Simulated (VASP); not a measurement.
**AlN: single point with PBE**

AlN:

```
Al N
1.0
     0.00000    2.18399    2.18399
     2.18399    0.00000    2.18399
     2.18399    2.18399    0.00000
Al N
1 1
Cartesian
  0.0114 0.0118 0.0048
  1.0952 1.1212 1.0740
```

This cell differs from its parent crystal: atoms moved at random.

* Program: VASP 6.6.1
* Task: single point
* Functional: PBE
* Potentials or basis: VASP PAW PBE potentials, release 64 (Al, N)
* Cutoff: 450 eV
* k mesh: 9 × 9 × 9
* Occupations: gaussian, width 0.02 eV
* Spin: no spin polarisation

- Largest force: 0.419 eV/Å
- Band gap on the k mesh: 3.41 eV (least direct gap 4.11 eV)

Forces in eV/Å, atoms in the order of the input:
```
Al  -0.097  0.245 -0.327
N    0.097 -0.245  0.327
```

Levels at points of the mesh, in eV from the valence-band top:
| k point | band 1 | band 2 | band 3 | band 4 | band 5 | band 6 | band 7 | band 8 |
| --- | --- | --- | --- | --- | --- | --- | --- | --- |
| (0.00, 0.00, 0.00) | -15.07 | -0.15 | -0.11 | 0.00 | 4.11 | 12.46 | 12.48 | 12.48 |

Run time: 16 s on 1 thread of Intel(R) Xeon(R) 6975P-C (Granite Rapids), with other jobs on the host, peak memory 0.17 GiB.

Caveat: the cell differs from its parent crystal (atoms moved at random); an odd mesh through Γ misses points on the zone boundary, where band edges can lie.
